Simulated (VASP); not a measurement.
Set up this calculation in VASP 6.6.1, as the native input.

| Quantity | Value |
| --- | --- |
| Task | relaxation of cell and atoms |
| Functional | PBE |
| Potentials or basis | VASP PAW PBE potentials, release 64 (Zr_sv, O) |
| Cutoff | 600 eV |
| k mesh | 12 × 12 × 8 |
| Occupations | gaussian, width 0.1 eV |
| Spin | no spin polarisation |
| Dipole correction | no |
| Further INCAR settings | ALGO = Normal; EDIFF = 1e-07; IBRION = 2; EDIFFG = -0.01; NSW = 100; ISIF = 3 |

The structure of ZrO5 lies in POSCAR:

```
ZrO5
1.0
    3.7304645853      0.0000000000      0.0000000000
   -1.8652322927      3.2306770988      0.0000000000
    0.0000000000      0.0000000000      5.5973202835
Zr O
1 5
Direct
    0.0000000000      0.0000000000      0.0000000000
    0.5000000000      0.0000000000      0.5000000000
    0.5000000000      0.5000000000      0.5000000000
    0.0000000000      0.5000000000      0.5000000000
    0.3333333333      0.6666666667      0.0000000000
    0.6666666667      0.3333333333      0.0000000000
```

The cell was generated, and may not be a known phase.

One way to write it, as run:

INCAR

```
ALGO = Normal
EDIFF = 1E-7
EDIFFG = -0.01
ENCUT = 600
GGA = PE
IBRION = 2
ISIF = 3
ISMEAR = 0
LASPH = True
LCHARG = False
LREAL = False
LWAVE = False
NELM = 100
NSW = 100
PREC = Accurate
SIGMA = 0.1
```

KPOINTS

```
k-points
0
Gamma
  12 12 8
```

Potentials or basis: VASP PAW PBE potentials, release 64 (Zr_sv, O).

Run with:

```bash
$ cat potpaw_PBE.64/Zr_sv/POTCAR potpaw_PBE.64/O/POTCAR > POTCAR
$ mpirun -np 1 vasp_std > vasp.out
```

It gave:

```
Relaxed volume                        : 11.24 Å³/atom
Relaxed cell                          : a = 3.735 Å, b = 3.735 Å, c = 5.583 Å, α = 90.00°, β = 90.00°, γ = 120.00°
Space group after relaxing (to 0.1 Å) : P6/mmm (No. 191)
Energy gained by relaxing             : 0.1 meV/atom
Ionic steps                           : 5
Pressure after relaxing               : 0.0 GPa
Band gap on the k mesh                : zero (bands 21 and 22 overlap by 1.35 eV)
```

It took 20 min on 1 thread of Intel Xeon 8259CL (shared host), peak memory 0.33 GiB.
